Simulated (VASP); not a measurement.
# Al in VASP: a series of runs

Runs on Al. Level: PBE+D3(BJ). Tasks: single point, relaxation of the atoms.

Program: VASP 6.6.1. These are calculated values, not measurements. Logs are shortened: lines on timing, memory, paths and dates and some standing lists are left out, and cuts for length are marked.

### Step 1. The cell of the first run

The cell holds a slab with vacuum, 4 atoms: a = 2.816 Å, b = 3.983 Å, c = 18.224 Å, α = 90.00°, β = 90.00°, γ = 90.00°.

### Step 2. Single point, PBE+D3(BJ)

INCAR

```
SYSTEM = Al
PREC     = Accurate       ! precision mode
ENCUT    = 520            ! plane-wave cutoff, eV
EDIFF    = 1E-6           ! SCF threshold, eV
ISMEAR   = 0              ! smearing method
SIGMA    = 0.1            ! smearing width, eV
LREAL    = .False.        ! projectors in reciprocal space
LASPH    = .True.         ! aspherical terms in the spheres
NELM     = 100            ! most SCF steps
ALGO     = Fast           ! electronic algorithm
ISIF     = 2              ! what is computed and relaxed
LWAVE    = .False.        ! write WAVECAR
LCHARG   = .False.        ! write CHGCAR
LDIPOL   = .True.       
IDIPOL   = 3            
DIPOL    = 0.5 0.5 0.501
GGA      = PE             ! functional
IVDW     = 12             ! dispersion correction
NBANDS   = 14             ! bands
```

KPOINTS

```
regular mesh
0
Gamma
  10 7 1
  0 0 0
```

POSCAR

```
Al
1.0
    2.8162123206      0.0000000000      0.0000000000
    0.0000000000      3.9827256583      0.0000000000
    0.0000000000      0.0000000000     18.2243184809
Al
4
Direct
    0.5000000000      0.5000000000      0.3841021549
    0.0000000000      0.0000000000      0.4613673850
    0.5000000000      0.5000000000      0.5421508204
    0.0000000000      0.0000000000      0.6161739935
```

Potentials or basis: VASP PAW PBE potentials, release 64 (Al).

Run with:

```
cat potpaw_PBE.64/Al/POTCAR > POTCAR
mpirun -np 1 vasp_std > vasp.out
```

OUTCAR:

```text
SYSTEM = Al
   PREC = Accurate
   ENCUT = 520
   EDIFF = 1E-6
   ISMEAR = 0
   LREAL = .False.
   LASPH = .True.
   NELM = 100
   ISIF = 2
   GGA = PE
   IVDW = 12
 IVDW          = 12

 ion  position               nearest neighbor table
   1  0.500  0.500  0.384-   2 2.82   2 2.82   2 2.82   2 2.82   3 2.88
   2  0.000  0.000  0.461-   1 2.82   1 2.82   1 2.82   1 2.82   4 2.82   3 2.85   3 2.85   3 2.85
                             3 2.85
   3  0.500  0.500  0.542-   4 2.79   4 2.79   4 2.79   4 2.79   2 2.85   2 2.85   2 2.85   2 2.85
                             1 2.88
   4  0.000  0.000  0.616-   3 2.79   3 2.79   3 2.79   3 2.79   2 2.82

  LATTYP: Found a simple orthorhombic cell.
 ALAT       =     2.8162123206
 B/A-ratio  =     1.4142135624
 C/A-ratio  =     6.4712160896

  Lattice vectors:

 A1 = (   2.8162123206,   0.0000000000,   0.0000000000)
 A2 = (   0.0000000000,   3.9827256583,   0.0000000000)
 A3 = (   0.0000000000,   0.0000000000,  18.2243184809)

Analysis of symmetry for initial positions (statically):
=====================================================================
 Subroutine PRICEL returns:
 Original cell was already a primitive cell.

 Routine SETGRP: Setting up the symmetry group for a
 simple orthorhombic supercell.

 Subroutine GETGRP returns: Found  4 space group operations
 (whereof  4 operations were pure point group operations)
 out of a pool of  8 trial point group operations.

The static configuration has the point symmetry C_2v.

Analysis of symmetry for dynamics (positions and initial velocities):
=====================================================================
 Subroutine PRICEL returns:
 Original cell was already a primitive cell.

 Routine SETGRP: Setting up the symmetry group for a
 simple orthorhombic supercell.

 Subroutine GETGRP returns: Found  4 space group operations
 (whereof  4 operations were pure point group operations)
 out of a pool of  8 trial point group operations.

The dynamic configuration has the point symmetry C_2v.

 Subroutine INISYM returns: Found  4 space group operations
 (whereof  4 operations are pure point group operations),
 and found     1 'primitive' translations

----------------------------------------------------------------------------------------

                                     Primitive cell

  volume of cell :     204.4076

  direct lattice vectors                    reciprocal lattice vectors
     2.816212321  0.000000000  0.000000000     0.355086864  0.000000000  0.000000000
     0.000000000  3.982725658  0.000000000     0.000000000  0.251084329  0.000000000
     0.000000000  0.000000000 18.224318481     0.000000000  0.000000000  0.054871736

[... 110 lines left out ...]
   LORBIT       =      0    0 simple, 1 ext, 2 COOP (PROOUT), +10 PAW based schemes
   GGA     = PE    functional components
   LHFCALC =     F    Hartree Fock is set to
   AEXX    =    0.0000 exact exchange contribution
   IVDW    =    12    specifies the selected vdW correction
   LEPSILON=     F    determine dielectric tensor
   LRPA    =     F    only Hartree local field effects (RPA)
 non-spin polarized calculation
 RMM-DIIS sequential band-by-band and
 Gauss-broadening in eV      SIGMA  =   0.10
  energy-cutoff  :      520.00
  volume of cell :      204.41
 maximum number of plane-waves:      5546
 NGX is ok and might be reduce to    24

 dipolmoment           0.000000      0.000000      0.000422 electrons x Angstroem

 number of electron      12.0000000 magnetization

 dipolmoment           0.000000      0.000000     -0.000313 electrons x Angstroem

 Free energy of the ion-electron system (eV)
  ---------------------------------------------------
  ext. energy  EPLUGINS =         0.00000000
  ---------------------------------------------------
  free energy    TOTEN  =       -13.72863939 eV

  energy without entropy =      -13.72159403  energy(sigma->0) =      -13.72511671

 E-fermi :  -0.0685     XC(G=0):  -4.3668

 val. band max:       -0.0758228984   @ k =   0.5000   0.1429   0.0000
 cond. band min:      -0.0623529763   @ k =   0.5000   0.1429   0.0000
 fundamental gap:      0.0134699221
 Fermi energy:        -0.0684826030

 k-point     1 :       0.0000    0.0000    0.0000
  band No.  band energies     occupation
      1     -10.5257      2.00000
      2      -8.0693      2.00000
      3      -4.7322      2.00000
      4      -2.1841      2.00000
      5      -1.6266      2.00000
      6      -0.5745      2.00000
      7       0.1346      0.00408
      8       1.1785      0.00000
      9       2.2398      0.00000
     10       3.6193      0.00000
     11       3.6496      0.00000
     12       3.8976      0.00000
     13       5.6454      0.00000
     14       6.6070      0.00000
[... 377 lines left out ...]
      1      -4.3706      2.00000
      2      -4.3545      2.00000
      3      -3.1002      2.00000
      4      -3.0545      2.00000
      5      -2.0113      2.00000
      6      -1.9968      2.00000
      7      -0.5101      2.00000
      8      -0.4732      2.00000
      9       1.4292      0.00000
     10       1.4371      0.00000
     11       2.3902      0.00000
     12       2.3969      0.00000
     13       5.2670      0.00000
     14       5.2962      0.00000

------------------------ aborting loop because EDIFF is reached ----------------------------------------

 vacuum level on the upper side and lower side of the slab       (xc-potential included)        -0.115        -0.120

 Edisp (eV)   -0.83888

 E8    (eV) :    -0.3948

  FORCE on cell =-STRESS in cart. coord.  units (eV):
  Direction    XX          YY          ZZ          XY          YZ          ZX
  --------------------------------------------------------------------------------------
  -------------------------------------------------------------------------------------
  Total      -2.90587    -0.91101    -0.28899     0.00000     0.00000     0.00000
  in kB     -22.77663    -7.14066    -2.26512     0.00000     0.00000     0.00000
  external pressure =      -10.73 kB  Pullay stress =        0.00 kB

 VOLUME and BASIS-vectors are now :
 -----------------------------------------------------------------------------
  energy-cutoff  :      520.00
  volume of cell :      204.41
      direct lattice vectors                 reciprocal lattice vectors
     2.816212321  0.000000000  0.000000000     0.355086864  0.000000000  0.000000000
     0.000000000  3.982725658  0.000000000     0.000000000  0.251084329  0.000000000
     0.000000000  0.000000000 18.224318481     0.000000000  0.000000000  0.054871736

 POSITION                                       TOTAL-FORCE (eV/Angst)
 -----------------------------------------------------------------------------------
      1.40811      1.99136      7.00000         0.000000      0.000000      0.173873
      0.00000      0.00000      8.40811         0.000000      0.000000     -0.157396
      1.40811      1.99136      9.88033         0.000000      0.000000     -0.011655
      0.00000      0.00000     11.22935         0.000000      0.000000     -0.004822
 -----------------------------------------------------------------------------------
    total drift:                               -0.000000      0.000000      0.000006

  FREE ENERGIE OF THE ION-ELECTRON SYSTEM (eV)
  ---------------------------------------------------
  free  energy   TOTEN  =       -14.5675176620 eV

  energy  without entropy=      -14.5604723040  energy(sigma->0) =      -14.56399498

 vacuum level on the upper side and lower side of the slab         3.846         3.836
```

OSZICAR:

```text
N       E                     dE             d eps       ncg     rms          rms(c)
DAV:   1     0.270206022857E+02    0.27021E+02   -0.37262E+03   672   0.597E+02
DAV:   2    -0.128047953757E+02   -0.39825E+02   -0.37124E+02   990   0.936E+01
DAV:   3    -0.145118295609E+02   -0.17070E+01   -0.16660E+01   926   0.185E+01
[... 14 lines left out ...]
RMM:  18    -0.137286264786E+02   -0.15224E-04   -0.38001E-06   765   0.961E-03    0.212E-03
RMM:  19    -0.137286327733E+02   -0.62947E-05   -0.84216E-07   682   0.566E-03    0.205E-03
RMM:  20    -0.137286382392E+02   -0.54658E-05   -0.44581E-07   659   0.390E-03    0.535E-04
RMM:  21    -0.137286393581E+02   -0.11190E-05   -0.18886E-07   608   0.283E-03    0.318E-04
RMM:  22    -0.137286393861E+02   -0.27973E-07   -0.68282E-08   454   0.204E-03
   1 F= -.14567518E+02 E0= -.14563995E+02  d E =-.704536E-02
```

stdout:

```text
POSCAR found type information on POSCAR Al
 POSCAR found :  1 types and       4 ions
 scaLAPACK will be used
 LDA part: xc-table for (Slater+PW92), standard interpolation
 POSCAR, INCAR and KPOINTS ok, starting setup
 FFT: planning ... GRIDC
 FFT: planning ... GRID_SOFT
 FFT: planning ... GRID
 WAVECAR not read
 entering main loop
```

Run time: 2.8 min. Hardware: 1 thread of Intel Xeon 8259CL, shared host; peak memory 0.31 GiB.

What came out:

- Free energy: -14.5675 eV
- Largest force: 0.174 eV/Å
- Band gap on the k mesh: zero (bands 6 and 7 overlap by 1.05 eV)
- Dispersion energy per atom: -0.210 eV

Forces on the atoms (eV/Å):
```
Al   0.000  0.000  0.174
Al   0.000  0.000 -0.157
Al   0.000  0.000 -0.012
Al   0.000  0.000 -0.005
```

### Step 3. Single point, PBE+D3(BJ)

This run uses another cell than the first one: it holds 16 atoms, not 4.

INCAR

```
SYSTEM = Al
ALGO = Fast ; DIPOL = 0.5 0.5 0.289
EDIFF = 1E-6 ; ENCUT = 520
GGA = PE ; IDIPOL = 3
ISIF = 2 ; ISMEAR = 0
IVDW = 12 ; LASPH = .TRUE.
LCHARG = .TRUE. ; LDIPOL = .TRUE.
LELF = .TRUE. ; LREAL = Auto
LVACPOTAV = .TRUE. ; LVHAR = .TRUE.
LWAVE = .FALSE. ; NBANDS = 38
NELM = 80 ; PREC = Accurate
SIGMA = 0.1
```

KPOINTS

```
k-points
0
G
  5 4 1
  0 0 0
```

POSCAR

```
Al
1.0
    5.6324246412      0.0000000000      0.0000000000
    0.0000000000      7.9654513166      0.0000000000
    0.0000000000      0.0000000000     21.2293510975
Al
16
Direct
    0.2500000000      0.2500000000      0.1884183827
    0.2500000000      0.7500000000      0.1884183827
    0.7500000000      0.2500000000      0.1884183827
    0.7500000000      0.7500000000      0.1884183827
    0.0000000000      0.0000000000      0.2547466541
    0.0000000000      0.5000000000      0.2547466541
    0.5000000000      0.0000000000      0.2547466541
    0.5000000000      0.5000000000      0.2547466541
    0.2500000000      0.2500000000      0.3240951258
    0.2500000000      0.7500000000      0.3240951258
    0.7500000000      0.2500000000      0.3240951258
    0.7500000000      0.7500000000      0.3240951258
    0.0000000000      0.0000000000      0.3876402562
    0.0000000000      0.5000000000      0.3876402562
    0.5000000000      0.0000000000      0.3876402562
    0.5000000000      0.5000000000      0.3876402562
```

Potentials or basis: VASP PAW PBE potentials, release 64 (Al).

Run with:

```
cat potpaw_PBE.64/Al/POTCAR > POTCAR
mpirun -np 1 vasp_std > vasp.out
```

OUTCAR:

```text
SYSTEM = Al
   EDIFF = 1E-6
   ENCUT = 520
   GGA = PE
   ISIF = 2
   ISMEAR = 0
   IVDW = 12
   LASPH = .TRUE.
   LREAL = Auto
   NELM = 80
   PREC = Accurate
 IVDW          = 12

 ion  position               nearest neighbor table
   1  0.250  0.250  0.188-   3 2.82   3 2.82   6 2.82   7 2.82   8 2.82   5 2.82   9 2.88
   2  0.250  0.750  0.188-   4 2.82   4 2.82   6 2.82   7 2.82   8 2.82   5 2.82  10 2.88
   3  0.750  0.250  0.188-   1 2.82   1 2.82   6 2.82   7 2.82   8 2.82   5 2.82  11 2.88
   4  0.750  0.750  0.188-   2 2.82   2 2.82   6 2.82   7 2.82   8 2.82   5 2.82  12 2.88
   5  0.000  0.000  0.255-   7 2.82   7 2.82   3 2.82   4 2.82   1 2.82   2 2.82  13 2.82  11 2.85
                            12 2.85   9 2.85  10 2.85
[... 593 lines left out ...]
  external pressure =       -8.66 kB  Pullay stress =        0.00 kB

 VOLUME and BASIS-vectors are now :
 -----------------------------------------------------------------------------
  energy-cutoff  :      520.00
  volume of cell :      952.45
      direct lattice vectors                 reciprocal lattice vectors
     5.632424641  0.000000000  0.000000000     0.177543432  0.000000000  0.000000000
     0.000000000  7.965451317  0.000000000     0.000000000  0.125542165  0.000000000
     0.000000000  0.000000000 21.229351098     0.000000000  0.000000000  0.047104596

 POSITION                                       TOTAL-FORCE (eV/Angst)
 -----------------------------------------------------------------------------------
      1.40811      1.99136      4.00000        -0.000000     -0.000000      0.193635
      1.40811      5.97409      4.00000        -0.000000     -0.000000      0.193635
      4.22432      1.99136      4.00000        -0.000000     -0.000000      0.193635
      4.22432      5.97409      4.00000        -0.000000     -0.000000      0.193635
      0.00000      0.00000      5.40811        -0.000000      0.000000     -0.113215
      0.00000      3.98273      5.40811        -0.000000     -0.000000     -0.113215
[... 8 lines left out ...]
      2.81621      0.00000      8.22935         0.000000      0.000000     -0.035691
      2.81621      3.98273      8.22935         0.000000     -0.000000     -0.035691
 -----------------------------------------------------------------------------------
    total drift:                               -0.000000     -0.000000     -0.003050

  FREE ENERGIE OF THE ION-ELECTRON SYSTEM (eV)
  ---------------------------------------------------
  free  energy   TOTEN  =       -58.2160559022 eV

  energy  without entropy=      -58.1795587116  energy(sigma->0) =      -58.19780731

 vacuum level on the upper side and lower side of the slab         3.392         3.396
```

stdout:

```text
POSCAR found type information on POSCAR Al
 POSCAR found :  1 types and      16 ions
 scaLAPACK will be used
 LDA part: xc-table for (Slater+PW92), standard interpolation
 POSCAR, INCAR and KPOINTS ok, starting setup
 FFT: planning ... GRIDC
 FFT: planning ... GRID_SOFT
 FFT: planning ... GRID
 WAVECAR not read
 entering main loop
 -----------------------------------------------------------------------------
|                                                                             |
|           W    W    AA    RRRRR   N    N  II  N    N   GGGG   !!!           |
|           W    W   A  A   R    R  NN   N  II  NN   N  G    G  !!!           |
|           W    W  A    A  R    R  N N  N  II  N N  N  G       !!!           |
|           W WW W  AAAAAA  RRRRR   N  N N  II  N  N N  G  GGG   !            |
|           WW  WW  A    A  R   R   N   NN  II  N   NN  G    G                |
|           W    W  A    A  R    R  N    N  II  N    N   GGGG   !!!           |
|                                                                             |
|     Did not find any points to average over, which means that no vacuum     |
|     field-free region was found. Please increase the size of  your cell     |
|     in the dimension of the dipole correction to obtain accurate            |
|     workfunction values.                                                    |
|                                                                             |
 -----------------------------------------------------------------------------
```

It took 22 min on 1 thread of Intel Xeon 8259CL, shared host; peak memory 0.85 GiB.

Results:

```yaml
Free_energy: -58.2161 eV
Largest_force: 0.194 eV/Å
Band_gap_on_the_k_mesh: zero (bands 24 and 25 overlap by 0.48 eV)
Dispersion_energy_per_atom: -0.209 eV
```

Forces on the atoms (eV/Å):
```
Al   0.000  0.000  0.194
Al   0.000  0.000  0.194
Al   0.000  0.000  0.194
Al   0.000  0.000  0.194
Al   0.000  0.000 -0.113
Al   0.000  0.000 -0.113
Al   0.000  0.000 -0.113
Al   0.000  0.000 -0.113
Al   0.000  0.000 -0.045
Al   0.000  0.000 -0.045
Al   0.000  0.000 -0.045
Al   0.000  0.000 -0.045
Al   0.000  0.000 -0.036
Al   0.000  0.000 -0.036
Al   0.000  0.000 -0.036
Al   0.000  0.000 -0.036
```

### Step 4. Relaxation of the atoms, PBE+D3(BJ)

INCAR

```
SYSTEM = Al
ALGO     = Fast           ! electronic algorithm
DIPOL    = 0.5 0.5 0.500
EDIFF    = 1E-6           ! SCF threshold, eV
EDIFFG   = -0.03          ! ionic threshold
ENCUT    = 520            ! plane-wave cutoff, eV
GGA      = PE             ! functional
IBRION   = 2              ! ionic algorithm
IDIPOL   = 3            
ISIF     = 2              ! what is computed and relaxed
ISMEAR   = 0              ! smearing method
IVDW     = 12             ! dispersion correction
LASPH    = .True.         ! aspherical terms in the spheres
LCHARG   = .False.        ! write CHGCAR
LDIPOL   = .True.       
LREAL    = .False.        ! projectors in reciprocal space
LWAVE    = .False.        ! write WAVECAR
NELM     = 60             ! most SCF steps
NSW      = 70             ! ionic steps
PREC     = Accurate       ! precision mode
SIGMA    = 0.1            ! smearing width, eV
```

KPOINTS

```
k-points
0
Gamma
  10 7 1
  0 0 0
```

POSCAR

```
Al
1.0
    2.8162123206      0.0000000000      0.0000000000
    0.0000000000      3.9827256583      0.0000000000
    0.0000000000      0.0000000000     18.2243184809
Al
4
Selective dynamics
Direct
    0.5000000000      0.5000000000      0.3841021549  F F F
    0.0000000000      0.0000000000      0.4613673850  F F F
    0.5000000000      0.5000000000      0.5386326150  T T T
    0.0000000000      0.0000000000      0.6158978451  T T T
```

Run with:

```
cat potpaw_PBE.64/Al/POTCAR > POTCAR
mpirun -np 1 vasp_std > vasp.out
```

Wall time 5.1 min (1 thread of Intel Xeon 8259CL, shared host); peak memory 0.33 GiB.

Results (log left out):

- Free energy: -14.5675 eV
- Energy gained by relaxing: 1.9 meV/atom
- Ionic steps: 6
- Band gap on the k mesh: zero (bands 6 and 7 overlap by 1.04 eV)
- Dispersion energy per atom: -0.210 eV

The path:
```tsv
step	energy change (eV)	largest force on free atoms (eV/Å)	pressure (GPa)
1	0.0000	0.2666	-0.99
2	-0.0033	0.2008	-1.00
3	-0.0073	0.0502	-0.99
4	-0.0073	0.0476	-0.99
5	-0.0075	0.0381	-1.01
6	-0.0078	0.0101	-1.04
```

Final structure:
```
CELL_PARAMETERS angstrom
2.81621 0.00000 0.00000
0.00000 3.98273 0.00000
0.00000 0.00000 18.22432
ATOMIC_POSITIONS crystal
Al 0.50000 0.50000 0.38410
Al 0.00000 0.00000 0.46137
Al 0.50000 0.50000 0.54180
Al 0.00000 0.00000 0.61580
```

Levels at points of the mesh, in eV from the Fermi level:
```csv
k point,band 3,band 4,band 5,band 6,band 7,band 8,band 9,band 10
"(0.00, 0.00, 0.00)",-4.66,-2.13,-1.55,-0.52,0.20,1.26,2.31,3.72
"(0.50, 0.00, 0.00)",-3.49,-3.47,-0.16,-0.14,2.11,2.15,2.99,3.00
```

### Step 5. The runs side by side

| task | cell | k mesh | atoms held fixed (from 0) | gap on the mesh (eV) | largest force (eV/Å) |
| --- | --- | --- | --- | --- | --- |
| single point | a = 2.816, b = 3.983, c = 18.224 Å, 4 atoms, atomic positions A | 10 × 7 × 1 | - | none | 0.17 |
| single point | a = 5.632, b = 7.965, c = 21.229 Å, 16 atoms, atomic positions B | 5 × 4 × 1 | - | none | 0.19 |
| relaxation of the atoms | atoms relaxed from a = 2.816, b = 3.983, c = 18.224 Å, 4 atoms, atomic positions C | 10 × 7 × 1 | [0, 1] | none | - |

Alike in all rows: level PBE+D3(BJ); potentials or basis VASP PAW PBE potentials, release 64 (Al); no spin polarisation; cutoff (eV) 520; smearing gaussian 0.1 eV.

Absolute energies hang on the potentials; compare differences alone.
